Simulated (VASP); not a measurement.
Here is a VASP 6.6.1 calculation.

The input INCAR:

```
SYSTEM = Fe
PREC = Accurate
ENCUT = 520
EDIFF = 1E-6
ISMEAR = 0
SIGMA = 0.1
LREAL = .FALSE.
LASPH = .TRUE.
NELM = 150
ALGO = Normal
ISIF = 2
LWAVE = .FALSE.
LCHARG = .FALSE.
ISPIN = 2
MAGMOM = 2.37
LORBIT = 11
LMAXMIX = 4
GGA = PS
NBANDS = 14
```

File KPOINTS:

```
regular mesh
0
G
  20 20 20
  0 0 0
```

Contents of POSCAR:

```
Fe
1.0
   -1.3929032436      1.3929032436      1.3929032436
    1.3929032436     -1.3929032436      1.3929032436
    1.3929032436      1.3929032436     -1.3929032436
Fe
1
Direct
    0.0000000000      0.0000000000      0.0000000000
```

Potentials or basis: VASP PAW PBE potentials, release 64 (Fe).

The run is started by

```sh
$ cat potpaw_PBE.64/Fe/POTCAR > POTCAR
$ mpirun -np 1 vasp_std > vasp.out
```

Q: What does it give for the net moment?

A: 2.09 μB per cell.

Q: What does it give for the pressure?

A: -0.1 GPa.

Q: Predict the site moments.

A: Fe +2.07 μB.

Caveat: the PAW data sets were made with another functional, which shifts forces and pressure a little.
